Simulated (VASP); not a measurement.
# TaAl4 (Im-3m) in VASP: relaxation of cell and atoms with PBE

Aim: the relaxation of cell and atoms of TaAl4 with PBE.

Program: VASP 6.6.1. These are calculated values, not measurements. Logs are shortened: lines on timing, memory, paths and dates and some standing lists are left out, and cuts for length are marked.

**1. The cell of the first run**

The structure is cubic, space group Im-3m (No. 229). Conventional cell: a = 6.080 Å, b = 6.080 Å, c = 6.080 Å, α = 90.00°, β = 90.00°, γ = 90.00°. Within 3.5 Å of Ta (site symmetry m-3m) lie 8 Al at 2.63 Å. Within 3.5 Å of Al (site symmetry -3m) lie 2 Ta at 2.63 Å and 6 Al at 3.04 Å.

The cell was built from a structure type or drawn by symmetry, and may not be a known phase.

**2. Relaxation of cell and atoms, PBE**

Contents of INCAR:

```
ALGO = Fast
EDIFF = 1E-7
EDIFFG = -0.01
ENCUT = 600
GGA = PE
IBRION = 2
ISIF = 3
ISMEAR = 0
LASPH = True
LCHARG = False
LREAL = False
LWAVE = False
NELM = 80
NSW = 100
PREC = Accurate
SIGMA = 0.1
```

Contents of KPOINTS:

```
k-points
0
Gamma
  10 10 10
```

Contents of POSCAR:

```
TaAl4
1.0
   -3.0401858164      3.0401858164      3.0401858164
    3.0401858164     -3.0401858164      3.0401858164
    3.0401858164      3.0401858164     -3.0401858164
Ta Al
1 4
Direct
    0.0000000000      0.0000000000      0.0000000000
    0.5000000000      0.5000000000      0.5000000000
    0.0000000000      0.0000000000      0.5000000000
    0.0000000000      0.5000000000      0.0000000000
    0.5000000000      0.0000000000      0.0000000000
```

Potentials or basis: VASP PAW PBE potentials, release 64 (Ta_pv, Al).

On the command line:

```console
> cat potpaw_PBE.64/Ta_pv/POTCAR potpaw_PBE.64/Al/POTCAR > POTCAR
> mpirun -np 1 vasp_std > vasp.out
```

OUTCAR:

```text
EDIFF = 1E-7
   EDIFFG = -0.01
   ENCUT = 600
   GGA = PE
   IBRION = 2
   ISIF = 3
   ISMEAR = 0
   LASPH = True
   LREAL = False
   NELM = 80
   NSW = 100
   PREC = Accurate

 ion  position               nearest neighbor table
   1  0.000  0.000  0.000-   2 2.63   3 2.63   4 2.63   5 2.63   3 2.63   4 2.63   5 2.63   2 2.63

   2  0.500  0.500  0.500-   1 2.63   1 2.63   4 3.04   5 3.04   5 3.04   4 3.04   3 3.04   3 3.04

   3  0.000  0.000  0.500-   1 2.63   1 2.63   4 3.04   5 3.04   2 3.04   4 3.04   5 3.04   2 3.04

   4  0.000  0.500  0.000-   1 2.63   1 2.63   3 3.04   5 3.04   2 3.04   3 3.04   2 3.04   5 3.04

   5  0.500  0.000  0.000-   1 2.63   1 2.63   3 3.04   4 3.04   2 3.04   2 3.04   3 3.04   4 3.04

  LATTYP: Found a body centered cubic cell.
 ALAT       =     6.0803716328

  Lattice vectors:

 A1 = (  -3.0401858164,   3.0401858164,   3.0401858164)
 A2 = (   3.0401858164,  -3.0401858164,   3.0401858164)
 A3 = (   3.0401858164,   3.0401858164,  -3.0401858164)

Analysis of symmetry for initial positions (statically):
=====================================================================
 Subroutine PRICEL returns:
 Original cell was already a primitive cell.

 Routine SETGRP: Setting up the symmetry group for a
 body centered cubic supercell.

 Subroutine GETGRP returns: Found 48 space group operations
 (whereof 48 operations were pure point group operations)
 out of a pool of 48 trial point group operations.

The static configuration has the point symmetry O_h .

Analysis of symmetry for dynamics (positions and initial velocities):
=====================================================================
 Subroutine PRICEL returns:
 Original cell was already a primitive cell.

 Routine SETGRP: Setting up the symmetry group for a
 body centered cubic supercell.

 Subroutine GETGRP returns: Found 48 space group operations
 (whereof 48 operations were pure point group operations)
 out of a pool of 48 trial point group operations.

The dynamic configuration has the point symmetry O_h .

 Subroutine INISYM returns: Found 48 space group operations
 (whereof 48 operations are pure point group operations),
 and found     1 'primitive' translations

----------------------------------------------------------------------------------------

                                     Primitive cell

  volume of cell :     112.3985

  direct lattice vectors                    reciprocal lattice vectors
    -3.040185816  3.040185816  3.040185816     0.000000000  0.164463632  0.164463632
     3.040185816 -3.040185816  3.040185816     0.164463632  0.000000000  0.164463632
     3.040185816  3.040185816 -3.040185816     0.164463632  0.164463632  0.000000000

  length of vectors
     5.265756298  5.265756298  5.265756298     0.232586698  0.232586698  0.232586698

  position of ions in fractional coordinates (direct lattice)
     0.000000000  0.000000000  0.000000000
     0.500000000  0.500000000  0.500000000
     0.000000000  0.000000000  0.500000000
     0.000000000  0.500000000  0.000000000
     0.500000000  0.000000000  0.000000000

  ion indices of the primitive-cell ions
   primitive index   ion index
                 1           1
                 2           2
                 3           3
                 4           4
                 5           5

----------------------------------------------------------------------------------------

 KPOINTS: k-points

Automatic generation of k-mesh.
 Grid dimensions read from file:
 generate k-points for:   10   10   10

 Generating k-lattice:

  Cartesian coordinates                     Fractional coordinates (reciprocal lattice)
     0.000000000  0.016446363  0.016446363     0.100000000  0.000000000  0.000000000
     0.016446363  0.000000000  0.016446363     0.000000000  0.100000000  0.000000000
     0.016446363  0.016446363  0.000000000     0.000000000  0.000000000  0.100000000

  Length of vectors
     0.023258670  0.023258670  0.023258670

  Shift w.r.t. Gamma in fractional coordinates (k-lattice)
     0.000000000  0.000000000  0.000000000

 Subroutine IBZKPT returns following result:
 ===========================================

 Found     47 irreducible k-points:

 Following reciprocal coordinates:
            Coordinates               Weight
  0.000000  0.000000  0.000000      1.000000
  0.100000  0.000000  0.000000     12.000000
  0.200000  0.000000  0.000000     12.000000
  0.300000  0.000000  0.000000     12.000000
  0.400000  0.000000  0.000000     12.000000
  0.500000  0.000000  0.000000      6.000000
[... 16 lines left out ...]
  0.300000  0.300000  0.100000      8.000000
 -0.300000  0.300000  0.100000     24.000000
 [... further k-points ...]
   k-points           NKPTS =     47   k-points in BZ     NKDIM =     47   number of bands    NBANDS=     15
   number of dos      NEDOS =    301   number of ions     NIONS =      5
   total plane-waves  NPLWV =  74088
   dimension x,y,z NGX =    42 NGY =   42 NGZ =   42
   dimension x,y,z NGXF=    84 NGYF=   84 NGZF=   84
   ions per type =               1   4
   NGX,Y,Z   is equivalent  to a cutoff of  13.26, 13.26, 13.26 a.u.
   NGXF,Y,Z  is equivalent  to a cutoff of  26.52, 26.52, 26.52 a.u.
 SYSTEM =  unknown system
   PREC   = accura    normal or accurate (medium, high low for compatibility)
   ISTART =      0    job   : 0-new  1-cont  2-samecut
   ICHARG =      2    charge: 1-file 2-atom 10-const
   ISPIN  =      1    spin polarized calculation?
   LNONCOLLINEAR =      F non collinear calculations
   LSORBIT =      F    spin-orbit coupling
   LASPH  =      T    aspherical Exc in radial PAW
   ENCUT  =  600.0 eV  44.10 Ry    6.64 a.u.  10.52 10.52 10.52*2*pi/ulx,y,z
   NELM   =     80;   NELMIN=  2; NELMDL= -5     # of ELM steps
   EDIFF  = 0.1E-06   stopping-criterion for ELM
   LREAL  =      F    real-space projection
   EDIFFG = -.1E-01   stopping-criterion for IOM
   NSW    =    100    number of steps for IOM
   IBRION =      2    ionic relax: 0-MD 1-quasi-New 2-CG
   NFREE  =      1    steps in history (QN), initial steepest desc. (CG)
   ISIF   =      3    stress and relaxation
   ISYM   =      2    0-nonsym 1-usesym 2-fastsym
   POTIM  = 0.5000    time-step for ionic-motion
   TEBEG  =    0.0;   TEEND  =   0.0 temperature during run
   PSTRESS=    0.0 pullay stress
   NELECT =      23.0000    total number of electrons
   NUPDOWN=      -1.0000    fix difference up-down
   EMIN   =  10.00;   EMAX   =-10.00  energy-range for DOS
   EFERMI =   0.00;   METHOD = LEGACY
   ISMEAR =     0;   SIGMA  =   0.10  broadening in eV -4-tet -1-fermi 0-gaus
   EFERMI_NEDOS =   21; number of points for ismear=-14 and -15
   IALGO  =     68    algorithm
   IMIX   =      4    mixing-type and parameters
     AMIX     =   0.40;   BMIX     =  1.00
     AMIX_MAG =   1.60;   BMIX_MAG =  1.00
  volume/ion in A,a.u.               =      22.48       151.70
  Fermi-wavevector in a.u.,A,eV,Ry     =   0.964711  1.823040 12.662503  0.930668
  Thomas-Fermi vector in A             =   2.094366
   LORBIT       =      0    0 simple, 1 ext, 2 COOP (PROOUT), +10 PAW based schemes
   GGA     = PE    functional components
   LHFCALC =     F    Hartree Fock is set to
   AEXX    =    0.0000 exact exchange contribution
   IVDW    =     0    specifies the selected vdW correction
   LEPSILON=     F    determine dielectric tensor
   LRPA    =     F    only Hartree local field effects (RPA)
 conjugate gradient relaxation of ions
 non-spin polarized calculation
 RMM-DIIS sequential band-by-band and
 Gauss-broadening in eV      SIGMA  =   0.10
  energy-cutoff  :      600.00
  volume of cell :      112.40
 maximum number of plane-waves:      3781
   NGX = 21   NGY = 21   NGZ = 21

--------------------------------------- Ionic step        1  -------------------------------------------

 number of electron      22.9999999 magnetization

 Free energy of the ion-electron system (eV)
  ---------------------------------------------------
  ext. energy  EPLUGINS =         0.00000000
  ---------------------------------------------------
  free energy    TOTEN  =       -25.50629688 eV

  energy without entropy =      -25.46789784  energy(sigma->0) =      -25.48709736

------------------------ aborting loop because EDIFF is reached ----------------------------------------

  FORCE on cell =-STRESS in cart. coord.  units (eV):
  Direction    XX          YY          ZZ          XY          YZ          ZX
  --------------------------------------------------------------------------------------
  -------------------------------------------------------------------------------------
  Total        0.4625296      0.4625296      0.4625296     -0.0000000      0.0000000     -0.0000000
  in kB        6.5931014      6.5931014      6.5931014     -0.0000000      0.0000000     -0.0000000
  external PRESSURE =       6.5931014 kB  Pullay stress =       0.0000000 kB
[... 63 lines left out ...]
  energy  without entropy=      -25.4715928135  energy(sigma->0) =      -25.48986904

--------------------------------------- Ionic step        3  -------------------------------------------

 number of electron      22.9999998 magnetization

 Free energy of the ion-electron system (eV)
  ---------------------------------------------------
  ext. energy  EPLUGINS =         0.00000000
  ---------------------------------------------------
  free energy    TOTEN  =       -25.50849578 eV

  energy without entropy =      -25.47140427  energy(sigma->0) =      -25.48995002

 E-fermi :   3.6400     XC(G=0):  -9.3013

 val. band max:        3.6314869873   @ k =   0.3000   0.0000   0.0000
 cond. band min:       3.6406359485   @ k =   0.3000   0.2000   0.2000
 fundamental gap:      0.0091489613
 Fermi energy:         3.6399535783

 k-point     1 :       0.0000    0.0000    0.0000
  band No.  band energies     occupation
      1     -29.2895      2.00000
      2     -29.2895      2.00000
      3     -29.2895      2.00000
      4      -4.1165      2.00000
      5       1.0643      2.00000
      6       1.0643      2.00000
      7       1.0643      2.00000
      8       3.6483      0.90568
      9       3.6483      0.90568
     10       3.6483      0.90568
     11       3.9386      0.00002
     12       3.9386      0.00002
     13       3.9386      0.00002
     14       4.0912      0.00000
     15       4.0912      0.00000
[... 397 lines left out ...]
 k-point    24 :      -0.3000    0.3000    0.1000
  band No.  band energies     occupation
      1     -29.2916      2.00000
      2     -29.2907      2.00000
      3     -29.2898      2.00000
      4      -3.2986      2.00000
      5      -0.2941      2.00000
      6       0.3340      2.00000
      7       1.4134      2.00000
      8       1.9094      2.00000
      9       2.5397      2.00000
     10       3.3665      1.99989
     11       3.3800      1.99976
     12       3.8044      0.02005
     13       5.3220      0.00000
     14       5.7592      0.00000
     15       6.3157      0.00000

 [... further k-points ...]
[... 5 lines left out ...]
  --------------------------------------------------------------------------------------
  -------------------------------------------------------------------------------------
  Total        0.0018577      0.0018577      0.0018577     -0.0000000      0.0000000     -0.0000000
  in kB        0.0262293      0.0262293      0.0262293     -0.0000000      0.0000000     -0.0000000
  external PRESSURE =       0.0262293 kB  Pullay stress =       0.0000000 kB
[... 20 lines left out ...]
  FREE ENERGIE OF THE ION-ELECTRON SYSTEM (eV)
  ---------------------------------------------------
  free  energy   TOTEN  =       -25.5084957841 eV

  energy  without entropy=      -25.4714042656  energy(sigma->0) =      -25.48995002

 reached required accuracy - stopping structural energy minimisation
```

Wall time 1.8 min (1 thread of Intel Xeon 6975P-C (Granite Rapids), shared host); peak memory 0.33 GiB.

What came out:

```
Free energy                           : -25.5085 eV
Relaxed volume                        : 22.70 Å³/atom
Relaxed cell                          : a = 5.283 Å, b = 5.283 Å, c = 5.283 Å, α = 109.47°, β = 109.47°, γ = 109.47°
Space group after relaxing (to 0.1 Å) : Im-3m (No. 229)
Energy gained by relaxing             : 0.4 meV/atom
Ionic steps                           : 3
Pressure after relaxing               : 0.0 GPa
Band gap on the k mesh                : zero (an odd number of electrons rules out a gap without spin polarisation)
```

Step by step:
```csv
step,energy change (eV),largest force (eV/Å),pressure (GPa),volume (Å³)
1,0.0000,0.0000,0.66,112.40
2,-0.0018,0.0000,-0.26,113.91
3,-0.0022,0.0000,0.00,113.48
```

Final structure:
```cif
data_structure
_symmetry_space_group_name_H-M 'P 1'
_symmetry_Int_Tables_number 1
_cell_length_a 5.2825
_cell_length_b 5.2825
_cell_length_c 5.2825
_cell_angle_alpha 109.471
_cell_angle_beta 109.471
_cell_angle_gamma 109.471
_cell_volume 113.48
loop_
_atom_site_label
_atom_site_type_symbol
_atom_site_fract_x
_atom_site_fract_y
_atom_site_fract_z
_atom_site_occupancy
Ta1 Ta 0.00000 0.00000 0.00000 1
Al1 Al 0.50000 0.50000 0.50000 1
Al2 Al 0.00000 0.00000 0.50000 1
Al3 Al 0.00000 0.50000 0.00000 1
Al4 Al 0.50000 0.00000 0.00000 1
```

Caveat: spin-orbit coupling is left out, which moves the levels of the heavy elements.
